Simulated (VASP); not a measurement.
A run of VASP 6.6.1:

The input INCAR:

```
SYSTEM = SiC
ALGO     = Normal         ! electronic algorithm
EDIFF    = 1E-6           ! SCF threshold, eV
ENCUT    = 520            ! plane-wave cutoff, eV
GGA      = PE             ! functional
ISIF     = 2              ! what is computed and relaxed
ISMEAR   = 0              ! smearing method
LASPH    = .TRUE.         ! aspherical terms in the spheres
LCHARG   = .FALSE.        ! write CHGCAR
LREAL    = .FALSE.        ! projectors in reciprocal space
LWAVE    = .FALSE.        ! write WAVECAR
NBANDS   = 16             ! bands
NELM     = 80             ! most SCF steps
PREC     = Accurate       ! precision mode
SIGMA    = 0.05           ! smearing width, eV
```

Contents of KPOINTS:

```
k-points
0
G
  12 12 6
  0 0 0
```

POSCAR

```
SiC
1.0
    3.0759982064     -0.0307599821      0.0000000000
   -1.5646380291      2.6792725798      0.0000000000
    0.0000000000      0.0000000000      5.0480000000
Si C
2 2
Direct
    0.3333333333      0.6666666667      0.0000000000
    0.6666666667      0.3333333333      0.5000000000
    0.3333333333      0.6666666667      0.3850000000
    0.6666666667      0.3333333333      0.8850000000
```

Potentials or basis: VASP PAW PBE potentials, release 64 (Si, C).

Launch:

```bash
$ cat potpaw_PBE.64/Si/POTCAR potpaw_PBE.64/C/POTCAR > POTCAR
$ mpirun -np 1 vasp_std > vasp.out
```

Hardware: 1 thread of Intel Xeon 6975P-C (shared host).

Estimate the wall time of this run.

Wall time 83 s on 1 thread of Intel Xeon 6975P-C (shared host), peak memory 0.28 GiB. Counts: scf iterations 12, k points 296.
